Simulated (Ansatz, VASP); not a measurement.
# One calculation of CdF2, two programs

INCAR

```
SYSTEM = CdF2
  PREC = Accurate
  ENCUT = 520
  EDIFF = 1E-7
  ISMEAR = 0
  SIGMA = 0.05
  LREAL = .False.
  LASPH = .True.
  NELM = 100
  ALGO = Normal
  ISIF = 2
  LWAVE = .False.
  LCHARG = .True.
  GGA = PS
  LELF = .True.
  LVHAR = .True.
  NBANDS = 20
```

File KPOINTS:

```
regular mesh
0
Gamma
  8 8 8
  0 0 0
```

File POSCAR:

```
CdF2
1.0
   -0.1287982779      2.6311648190      2.6311648190
    2.6311648190     -0.1287982779      2.6311648190
    2.6311648190      2.6311648190     -0.1287982779
Cd F
1 2
Direct
    0.0000000000      0.0000000000      0.0000000000
    0.2500000000      0.2500000000      0.2500000000
    0.7500000000      0.7500000000      0.7500000000
```

Input for Ansatz:

```yaml
crystal:
  lattice:
    - [-0.1287982779, 2.631164819, 2.631164819]
    - [2.631164819, -0.1287982779, 2.631164819]
    - [2.631164819, 2.631164819, -0.1287982779]
  atoms:
    - { symbol: Cd, position: [0.0, 0.0, 0.0] }
    - { symbol: F, position: [0.25, 0.25, 0.25] }
    - { symbol: F, position: [0.75, 0.75, 0.75] }
basis:
  ecutwfc: 420
kpoints:
  mp_grid: { grid: [8, 8, 8] }
hamiltonian:
  xc: pbesol
scf:
  occupations: { method: gaussian, width: 0.05 }
output:
  forces: true
  stress: true
  eigenvalues: true
```

Alike in both runs: task single point; functional PBEsol; k mesh 8 × 8 × 8; occupations gaussian, width 0.05 eV; no spin polarisation.

|  | VASP | Ansatz |
| --- | --- | --- |
| version | VASP 6.6.1 | Ansatz 0.2.0 |
| potentials or method | VASP PAW PBE potentials, release 64 (Cd, F), cutoff 520 eV | scalar-relativistic, plane waves, PAW |
| valence electrons in the cell | 26 | 34 |

|  | VASP | Ansatz | Ansatz less VASP |
| --- | --- | --- | --- |
| gap on the k mesh at the Fermi level (eV) | 2.94 | 2.97 | +0.033 |
| least direct gap on the mesh (eV) | 3.22 | 3.25 | +0.033 |
| pressure (GPa) | 1.3 | 0.5 | -0.80 |
| traceless stress, the component that is largest in VASP (GPa) | 1.75 | 1.49 | -0.254 |
| rms of the force components (eV/Å) | 0.117 | 0.096 | -0.0211 |

VASP's potentials were made for PBE, not for PBEsol. Atom by atom the forces differ by 0.021 eV/Å (rms over components). The functional is the same, so the differences come from potentials, cutoffs and numerics. VASP's potentials hold 26 valence electrons a cell and Ansatz's 34, so a difference there can come from the potentials and not from the codes.
